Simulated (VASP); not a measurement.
PbF2, 3 atoms in the cell. The structure is cubic, space group Fm-3m (No. 225). Conventional cell: a = 5.962 Å, b = 5.962 Å, c = 5.962 Å, α = 90.00°, β = 90.00°, γ = 90.00°. Within 3.4 Å of Pb (site symmetry m-3m) lie 8 F at 2.58 Å. Within 3.4 Å of F (site symmetry -43m) lie 4 Pb at 2.58 Å and 6 F at 2.98 Å. 

| Quantity | Value |
| --- | --- |
| Program | VASP 6.6.1 |
| Task | relaxation of cell and atoms |
| Functional | PBE |
| Dispersion | D3(BJ) |
| Potentials or basis | VASP PAW PBE potentials, release 64 (Pb_d, F) |
| Cutoff | 600 eV |
| k mesh | 8 × 8 × 8 |
| Occupations | gaussian, width 0.01 eV |
| Spin | no spin polarisation |
| Target pressure | 5 GPa |
| Dipole correction | no |
| Further INCAR settings | ALGO = Normal; EDIFF = 1e-06; IBRION = 2; EDIFFG = -0.001; NSW = 80; ISIF = 3 |

Potentials or basis: VASP PAW PBE potentials, release 64 (Pb_d, F).

Run with:

```bash
$ cat potpaw_PBE.64/Pb_d/POTCAR potpaw_PBE.64/F/POTCAR > POTCAR
$ mpirun -np 1 vasp_std > vasp.out
```

Hardware: 1 thread of Intel(R) Xeon(R) Platinum 8259CL CPU @ 2.50GHz (Skylake/Cascade Lake), with other jobs on the host.

Q: Estimate the wall time of this run.

A: Wall time 93 s on 1 thread of Intel(R) Xeon(R) Platinum 8259CL CPU @ 2.50GHz (Skylake/Cascade Lake) (shared host), peak memory 0.23 GiB. Counts: scf iterations 32, k points 29, ion steps 3.
